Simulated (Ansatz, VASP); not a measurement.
## Two plane-wave programs on C

```
CELL_PARAMETERS angstrom
1.62457 0.00000 0.00000
0.00000 1.62457 0.00000
0.00000 0.00000 3.93605
ATOMIC_POSITIONS crystal
C 0.50000 0.50000 0.00000
```

Alike in both runs: functional PBE; k mesh 34 × 34 × 16; occupations gaussian, width 0.1 eV; no spin polarisation.

Ansatz relaxed the structure, and its values are those at the end. VASP's run is a single point on that final structure, the one shown.

|  | VASP | Ansatz |
| --- | --- | --- |
| version | VASP 6.6.1 | Ansatz 0.2.0 |
| potentials or method | VASP PAW PBE potentials, release 64 (C), cutoff 520 eV | scalar-relativistic, plane waves, PAW |
| valence electrons in the cell | 4 | 4 |

|  | VASP | Ansatz | Ansatz less VASP |
| --- | --- | --- | --- |
| gap on the k mesh at the Fermi level (eV) | none | none | - |
| pressure (GPa) | 0.2 | 0.0 | -0.15 |

A gap of «none» marks a metal or a gap that the smearing closes. With one functional, cell and mesh, what is left measures potentials, basis and numerics.
